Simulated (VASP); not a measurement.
Runs of VASP 6.6.1 on Al. The structure is that of space group Fm-3m (No. 225), or close to it. The cells are those of the table. 

```tsv
cell	gap on the mesh (eV)	pressure (GPa)
a = 2.941 Å, angles 60.0°, 1 atom	none	-5.5
a = 2.769 Å, angles 60.0°, 1 atom	none	(a)
a = 2.886 Å, angles 60.0°, 1 atom	none	-2.2
a = 2.829 Å, angles 60.0°, 1 atom	none	2.5
a = 2.799 Å, angles 60.0°, 1 atom	none	(b)
a = 2.914 Å, angles 60.0°, 1 atom	none	-4.0
```

Alike in all rows: task single point; level PBE; potentials or basis VASP PAW PBE potentials, release 64 (Al); no spin polarisation; k mesh 18 × 18 × 18; cutoff (eV) 500; smearing gaussian 0.1 eV.

Question: Estimate the missing entries.

Answer: (a) 8.9; (b) 5.4.

A gap of «none» marks levels without a gap at the run's occupations.
